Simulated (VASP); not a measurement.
# Al12HO in VASP: a series of runs

Al12HO is run at these levels: PBE; tasks: single point.

All numbers are computed with VASP 6.6.1; they aren't measurements. Logs are shortened: lines on timing, memory, paths and dates and some standing lists are left out, and cuts for length are marked.

### 1 The cell of the first run

The cell holds a slab with vacuum, 14 atoms: a = 5.714 Å, b = 5.714 Å, c = 22.175 Å, α = 90.00°, β = 90.00°, γ = 90.00°.

### 2 Single point, PBE, collinear spin, ferromagnetic start

INCAR reads:

```
PREC = Accurate
ENCUT = 520
EDIFF = 1E-6
ISMEAR = 0
SIGMA = 0.1
LREAL = F
LASPH = T
NELM = 150
ALGO = Normal
ISIF = 2
LWAVE = F
LCHARG = F
ISPIN = 2
MAGMOM = 0 0 0 0 0 0 0 0 0 0 0 0 1 0
LORBIT = 11
LDIPOL = T
IDIPOL = 3
DIPOL = 0.5 0.5 0.292
GGA = PE
NBANDS = 38
```

KPOINTS reads:

```
regular mesh
0
Gamma
  5 5 1
```

POSCAR reads:

```
Al12HO
1.0
    5.7143028096      0.0000000000      0.0000000000
    0.0000000000      5.7143028096      0.0000000000
    0.0000000000      0.0000000000     22.1750227687
Al O H
12 1 1
Direct
    0.2500000000      0.2500000000      0.1803831293
    0.2500000000      0.7500000000      0.1803831293
    0.7500000000      0.2500000000      0.1803831293
    0.7500000000      0.7500000000      0.1803831293
    0.0000000000      0.0000000000      0.2744094920
    0.0000000000      0.5000000000      0.2744094920
    0.5000000000      0.0000000000      0.2744094920
    0.5000000000      0.5000000000      0.2744094920
    0.2500000000      0.2500000000      0.3686590473
    0.2500000000      0.7500000000      0.3686590473
    0.7500000000      0.2500000000      0.3686590473
    0.7500000000      0.7500000000      0.3686590473
    0.5000000000      0.5000000000      0.3776782038
    0.5000000000      0.5000000000      0.4227739861
```

Potentials or basis: VASP PAW PBE potentials, release 64 (Al, O, H).

Command:

```bash
$ cat potpaw_PBE.64/Al/POTCAR potpaw_PBE.64/O/POTCAR potpaw_PBE.64/H/POTCAR > POTCAR
$ mpirun -np 1 vasp_std > vasp.out
```

OUTCAR:

```text
PREC = Accurate
   ENCUT = 520
   EDIFF = 1E-6
   ISMEAR = 0
   LREAL = F
   LASPH = T
   NELM = 150
   ISIF = 2
   ISPIN = 2
   LORBIT = 11
   GGA = PE

 ion  position               nearest neighbor table
   1  0.250  0.250  0.180-   2 2.86   3 2.86   2 2.86   3 2.86   7 2.90   8 2.90   5 2.90   6 2.90

   2  0.250  0.750  0.180-   1 2.86   4 2.86   1 2.86   4 2.86   7 2.90   8 2.90   5 2.90   6 2.90

   3  0.750  0.250  0.180-   1 2.86   4 2.86   4 2.86   1 2.86   7 2.90   8 2.90   5 2.90   6 2.90

   4  0.750  0.750  0.180-   2 2.86   3 2.86   3 2.86   2 2.86   7 2.90   8 2.90   5 2.90   6 2.90

   5  0.000  0.000  0.274-   6 2.86   7 2.86   6 2.86   7 2.86   1 2.90   2 2.90   3 2.90   4 2.90
                            11 2.91  12 2.91   9 2.91  10 2.91
   6  0.000  0.500  0.274-   5 2.86   8 2.86   5 2.86   8 2.86   1 2.90   2 2.90   3 2.90   4 2.90
                            11 2.91  12 2.91   9 2.91  10 2.91
   7  0.500  0.000  0.274-   5 2.86   8 2.86   8 2.86   5 2.86   1 2.90   2 2.90   3 2.90   4 2.90
                            11 2.91  12 2.91   9 2.91  10 2.91
   8  0.500  0.500  0.274-  13 2.29   7 2.86   6 2.86   7 2.86   6 2.86   2 2.90   3 2.90   4 2.90
                             1 2.90  12 2.91   9 2.91  10 2.91  11 2.91
   9  0.250  0.250  0.369-  13 2.03  11 2.86  10 2.86  10 2.86  11 2.86   6 2.91   7 2.91   8 2.91
                             5 2.91
  10  0.250  0.750  0.369-  13 2.03  12 2.86   9 2.86   9 2.86  12 2.86   6 2.91   7 2.91   8 2.91
                             5 2.91
  11  0.750  0.250  0.369-  13 2.03  12 2.86   9 2.86  12 2.86   9 2.86   6 2.91   7 2.91   8 2.91
                             5 2.91
  12  0.750  0.750  0.369-  13 2.03  11 2.86  10 2.86  11 2.86  10 2.86   6 2.91   7 2.91   8 2.91
                             5 2.91
  13  0.500  0.500  0.378-  14 1.00  10 2.03  11 2.03  12 2.03   9 2.03   8 2.29
  14  0.500  0.500  0.423-  13 1.00

  LATTYP: Found a simple tetragonal cell.
 ALAT       =     5.7143028096
 C/A-ratio  =     3.8806173750

  Lattice vectors:

 A1 = (   5.7143028096,   0.0000000000,   0.0000000000)
 A2 = (   0.0000000000,   5.7143028096,   0.0000000000)
 A3 = (   0.0000000000,   0.0000000000,  22.1750227687)

Analysis of symmetry for initial positions (statically):
=====================================================================
 Subroutine PRICEL returns:
 Original cell was already a primitive cell.

 Routine SETGRP: Setting up the symmetry group for a
 simple tetragonal supercell.

 Subroutine GETGRP returns: Found  8 space group operations
[... 419 lines left out ...]
      2     -12.4027      1.00000
      3     -10.3711      1.00000
      4     -10.3148      1.00000
      5     -10.3148      1.00000
      6      -8.3170      1.00000
[... 205 lines left out ...]
     32       2.2498      0.00000
     33       2.5533      0.00000
 [bands above 33 left out]

------------------------ aborting loop because EDIFF is reached ----------------------------------------

 vacuum level on the upper side and lower side of the slab       (xc-potential included)        -0.262         0.264

  FORCE on cell =-STRESS in cart. coord.  units (eV):
  Direction    XX          YY          ZZ          XY          YZ          ZX
  --------------------------------------------------------------------------------------
  -------------------------------------------------------------------------------------
  Total       -0.5432631     -0.5432631      4.3313287      0.0000000     -0.0000000      0.0000000
  in kB       -1.2020712     -1.2020712      9.5838751      0.0000000     -0.0000000      0.0000000
  external PRESSURE =       2.3932442 kB  Pullay stress =       0.0000000 kB

 VOLUME and BASIS-vectors are now :
 -----------------------------------------------------------------------------
  energy-cutoff  :      520.00
  volume of cell :      724.09
      direct lattice vectors                 reciprocal lattice vectors
     5.714302810  0.000000000  0.000000000     0.174999476  0.000000000  0.000000000
     0.000000000  5.714302810  0.000000000     0.000000000  0.174999476  0.000000000
     0.000000000  0.000000000 22.175022769     0.000000000  0.000000000  0.045095782

 POSITION                                       TOTAL-FORCE (eV/Angst)
 -----------------------------------------------------------------------------------
      1.42858      1.42858      4.00000        -0.065840     -0.065840      0.006102
      1.42858      4.28573      4.00000        -0.065840      0.065840      0.006102
      4.28573      1.42858      4.00000         0.065840     -0.065840      0.006102
      4.28573      4.28573      4.00000         0.065840      0.065840      0.006102
      0.00000      0.00000      6.08504         0.000000      0.000000     -0.272664
      0.00000      2.85715      6.08504         0.000000      0.000000      0.227309
      2.85715      0.00000      6.08504         0.000000      0.000000      0.227309
      2.85715      2.85715      6.08504         0.000000      0.000000     -1.678103
      1.42858      1.42858      8.17502        -1.505966     -1.505966     -0.601020
      1.42858      4.28573      8.17502        -1.505966      1.505966     -0.601020
      4.28573      1.42858      8.17502         1.505966     -1.505966     -0.601020
      4.28573      4.28573      8.17502         1.505966      1.505966     -0.601020
      2.85715      2.85715      8.37502         0.000000      0.000000      3.291610
      2.85715      2.85715      9.37502         0.000000      0.000000      0.584212
 -----------------------------------------------------------------------------------
    total drift:                                0.000000      0.000000      0.000477

  FREE ENERGIE OF THE ION-ELECTRON SYSTEM (eV)
  ---------------------------------------------------
  free  energy   TOTEN  =       -49.7367207239 eV

  energy  without entropy=      -49.7005132549  energy(sigma->0) =      -49.71861699

 vacuum level on the upper side and lower side of the slab         3.334         3.869

 total charge

# of ion       s       p       d       tot
------------------------------------------
    1        0.473   0.285   0.000   0.758
    2        0.473   0.285   0.000   0.758
    3        0.473   0.285   0.000   0.758
    4        0.473   0.285   0.000   0.758
    5        0.438   0.330   0.000   0.768
    6        0.422   0.338   0.000   0.760
    7        0.422   0.338   0.000   0.760
    8        0.451   0.323   0.000   0.774
    9        0.463   0.291   0.000   0.755
   10        0.463   0.291   0.000   0.755
   11        0.463   0.291   0.000   0.755
   12        0.463   0.291   0.000   0.755
   13        1.627   3.577   0.000   5.204
   14        0.572   0.116   0.000   0.688
--------------------------------------------------
tot          7.679   7.324   0.000  15.003

 magnetization (x)

# of ion       s       p       d       tot
------------------------------------------
    1        0.000   0.000   0.000   0.000
    2        0.000   0.000   0.000   0.000
    3        0.000   0.000   0.000   0.000
    4        0.000   0.000   0.000   0.000
    5       -0.000   0.000   0.000  -0.000
    6       -0.000   0.000   0.000   0.000
    7       -0.000   0.000   0.000   0.000
    8       -0.000   0.000   0.000  -0.000
    9        0.000   0.000   0.000   0.000
   10        0.000   0.000   0.000   0.000
   11        0.000   0.000   0.000   0.000
   12        0.000   0.000   0.000   0.000
   13       -0.000   0.000   0.000   0.000
   14       -0.000  -0.000   0.000  -0.000
--------------------------------------------------
tot          0.000   0.000   0.000   0.000
```

OSZICAR:

```text
N       E                     dE             d eps       ncg     rms          rms(c)
DAV:   1     0.202221166966E+03    0.20222E+03   -0.12821E+04   912   0.791E+02
[... 23 lines left out ...]
DAV:  25    -0.497365960622E+02   -0.57046E-04   -0.18872E-06   924   0.398E-03    0.164E-03
DAV:  26    -0.497366713160E+02   -0.75254E-04   -0.42818E-06   938   0.506E-03    0.173E-03
DAV:  27    -0.497366920372E+02   -0.20721E-04   -0.70582E-07   962   0.297E-03    0.112E-03
DAV:  28    -0.497367121693E+02   -0.20132E-04   -0.12627E-06   948   0.362E-03    0.869E-04
DAV:  29    -0.497367175245E+02   -0.53551E-05   -0.33670E-07   908   0.220E-03    0.612E-04
DAV:  30    -0.497367198724E+02   -0.23479E-05   -0.16925E-07   874   0.146E-03    0.156E-04
DAV:  31    -0.497367207239E+02   -0.85156E-06   -0.61407E-08   808   0.669E-04
   1 F= -.49736721E+02 E0= -.49718617E+02  d E =-.362075E-01  mag=    -0.0000
```

stdout:

```text
POSCAR found type information on POSCAR AlO H
 POSCAR found :  3 types and      14 ions
 scaLAPACK will be used
 LDA part: xc-table for (Slater+PW92), standard interpolation
 POSCAR, INCAR and KPOINTS ok, starting setup
 FFT: planning ... GRIDC
 FFT: planning ... GRID_SOFT
 FFT: planning ... GRID
 WAVECAR not read
 entering main loop
```

Wall time 6.7 min (1 thread of Intel Xeon 6975P-C (Granite Rapids), shared host); peak memory 0.99 GiB.

What came out:

- Free energy: -49.7367 eV
- Largest force: 3.292 eV/Å
- Net moment: 0.00 μB per cell
- Valence electrons inside the program's atomic spheres: Al 0.76, 0.77 (each value once); O 5.20; H 0.69

Forces in eV/Å, atoms in the order of the input:
```
Al  -0.066 -0.066  0.006
Al  -0.066  0.066  0.006
Al   0.066 -0.066  0.006
Al   0.066  0.066  0.006
Al   0.000  0.000 -0.273
Al   0.000  0.000  0.227
Al   0.000  0.000  0.227
Al   0.000  0.000 -1.678
Al  -1.506 -1.506 -0.601
Al  -1.506  1.506 -0.601
Al   1.506 -1.506 -0.601
Al   1.506  1.506 -0.601
O    0.000  0.000  3.292
H    0.000  0.000  0.584
```

Levels at points of the mesh, in eV from the Fermi level:
Spin up:
```
           k point  band 19  band 20  band 21  band 22  band 23  band 24  band 25  band 26
(0.00, 0.00, 0.00)    -0.90    -0.71    -0.71    -0.31    -0.25     0.58     0.81     0.81
```
Spin down:
```
           k point  band 20  band 21  band 22  band 23  band 24  band 25
(0.00, 0.00, 0.00)    -0.71    -0.71    -0.31    -0.25     0.58     0.81
```

### 3 Single point, PBE, collinear spin, ferromagnetic start

INCAR reads:

```
SYSTEM = Al12HO
  ALGO = Normal
  DIPOL = 0.5 0.5 0.295
  EDIFF = 1E-6
  ENCUT = 520
  GGA = PE
  IDIPOL = 3
  ISIF = 2
  ISMEAR = 0
  ISPIN = 2
  LASPH = .True.
  LCHARG = .False.
  LDIPOL = .True.
  LORBIT = 11
  LREAL = .False.
  LWAVE = .False.
  MAGMOM = 0 0 0 0 0 0 0 0 0 0 0 0 1 0
  NBANDS = 38
  NELM = 150
  PREC = Accurate
  SIGMA = 0.1
```

KPOINTS reads:

```
k-points
0
Gamma
  5 5 1
  0 0 0
```

Changes to POSCAR since step 2:

```diff
@@ -20,3 +20,3 @@
     0.7500000000      0.7500000000      0.3686590473
-    0.5000000000      0.5000000000      0.3776782038
-    0.5000000000      0.5000000000      0.4227739861
+    0.5000000000      0.5000000000      0.3934617276
+    0.5000000000      0.5000000000      0.4385575100
```

Potentials or basis: VASP PAW PBE potentials, release 64 (Al, O, H).

Command:

```bash
$ cat potpaw_PBE.64/Al/POTCAR potpaw_PBE.64/O/POTCAR potpaw_PBE.64/H/POTCAR > POTCAR
$ mpirun -np 1 vasp_std > vasp.out
```

Run time: 6.6 min. Hardware: 1 thread of Intel Xeon 6975P-C (Granite Rapids), shared host; peak memory 1 GiB.

Results (log left out):

```yaml
Free_energy: -51.0201 eV
Largest_force: 3.173 eV/Å
Net_moment: 0.00 μB per cell
Valence_electrons_inside_the_program's_atomic_spheres: Al 0.76, 0.77, 0.78, 0.75 (each value once); O 5.15; H 0.69
```

Forces in eV/Å, atoms in the order of the input:
```
Al  -0.069 -0.069  0.014
Al  -0.069  0.069  0.014
Al   0.069 -0.069  0.014
Al   0.069  0.069  0.014
Al   0.000  0.000 -0.274
Al   0.000  0.000  0.223
Al   0.000  0.000  0.223
Al   0.000  0.000 -0.930
Al  -0.958 -0.958 -0.614
Al  -0.958  0.958 -0.614
Al   0.958 -0.958 -0.614
Al   0.958  0.958 -0.614
O    0.000  0.000  3.173
H    0.000  0.000 -0.016
```

Levels at points of the mesh, in eV from the Fermi level:
Spin up:
```csv
k point,band 20,band 21,band 22,band 23,band 24,band 25
"(0.00, 0.00, 0.00)",-0.68,-0.68,-0.44,-0.33,0.52,0.52
```
Spin down:
```tsv
k point	band 19	band 20	band 21	band 22	band 23	band 24	band 25	band 26
(0.00, 0.00, 0.00)	-0.91	-0.68	-0.68	-0.44	-0.33	0.52	0.52	0.56
```

### 4 Single point, PBE, collinear spin, ferromagnetic start

INCAR reads:

```
PREC     = Accurate       # precision mode
ENCUT    = 520            # plane-wave cutoff, eV
EDIFF    = 1E-6           # SCF threshold, eV
ISMEAR   = 0              # smearing method
SIGMA    = 0.1            # smearing width, eV
LREAL    = F              # projectors in reciprocal space
LASPH    = T              # aspherical terms in the spheres
NELM     = 150            # most SCF steps
ALGO     = Normal         # electronic algorithm
ISIF     = 2              # what is computed and relaxed
LWAVE    = F              # write WAVECAR
LCHARG   = F              # write CHGCAR
ISPIN    = 2              # spin polarisation
MAGMOM   = 0 0 0 0 0 0 0 0 0 0 0 0 1 0 # initial moments
LORBIT   = 11             # projections on sites
LDIPOL   = T            
IDIPOL   = 3            
DIPOL    = 0.5 0.5 0.298
GGA      = PE             # functional
NBANDS   = 38             # bands
```

KPOINTS reads:

```
Automatic mesh
0
Gamma
  5 5 1
```

Changes to POSCAR since step 3:

```diff
@@ -20,3 +20,3 @@
     0.7500000000      0.7500000000      0.3686590473
-    0.5000000000      0.5000000000      0.3934617276
-    0.5000000000      0.5000000000      0.4385575100
+    0.5000000000      0.5000000000      0.4160096188
+    0.5000000000      0.5000000000      0.4611054011
```

Command:

```bash
$ cat potpaw_PBE.64/Al/POTCAR potpaw_PBE.64/O/POTCAR potpaw_PBE.64/H/POTCAR > POTCAR
$ mpirun -np 1 vasp_std > vasp.out
```

Wall time 12 min (1 thread of Intel Xeon Platinum 8259CL at 2.50GHz (Skylake/Cascade Lake), shared host); peak memory 0.98 GiB.

Results (log left out):

| Quantity | Value |
| --- | --- |
| Free energy | -51.9875 eV |
| Largest force | 1.238 eV/Å |
| Net moment | 0.00 μB per cell |
| Valence electrons inside the program's atomic spheres | Al 0.76, 0.77, 0.74 (each value once); O 5.07; H 0.69 |

Forces on the atoms (eV/Å):
```
Al   0.020  0.020  0.033
Al   0.020 -0.020  0.033
Al  -0.020  0.020  0.033
Al  -0.020 -0.020  0.033
Al   0.000  0.000 -0.205
Al   0.000  0.000  0.098
Al   0.000  0.000  0.098
Al   0.000  0.000 -0.098
Al  -0.332 -0.332 -0.169
Al  -0.332  0.332 -0.169
Al   0.332 -0.332 -0.169
Al   0.332  0.332 -0.169
O    0.000  0.000  1.238
H    0.000  0.000 -0.589
```

Levels at points of the mesh, in eV from the Fermi level:
Spin up:
```
           k point  band 19  band 20  band 21  band 22  band 23  band 24  band 25  band 26
(0.00, 0.00, 0.00)    -0.81    -0.56    -0.56    -0.42    -0.24     0.28     0.28     0.59
```
Spin down:
| k point | band 20 | band 21 | band 22 | band 23 | band 24 | band 25 |
| --- | --- | --- | --- | --- | --- | --- |
| (0.00, 0.00, 0.00) | -0.56 | -0.56 | -0.42 | -0.24 | 0.28 | 0.28 |

### 5 Overview

```csv
cell,gap on the mesh (eV),moment (μB),largest force (eV/Å)
"as given, atomic positions A",none,0.00,3.29
"as given, atomic positions B",none,0.00,3.17
"as given, atomic positions C",none,0.00,1.24
```

Alike in all rows: task single point; level PBE; potentials or basis VASP PAW PBE potentials, release 64 (Al, O, H); spin collinear, ferromagnetic start; k mesh 5 × 5 × 1; cutoff (eV) 520; smearing gaussian 0.1 eV.

Absolute energies hang on the potentials; compare differences alone.
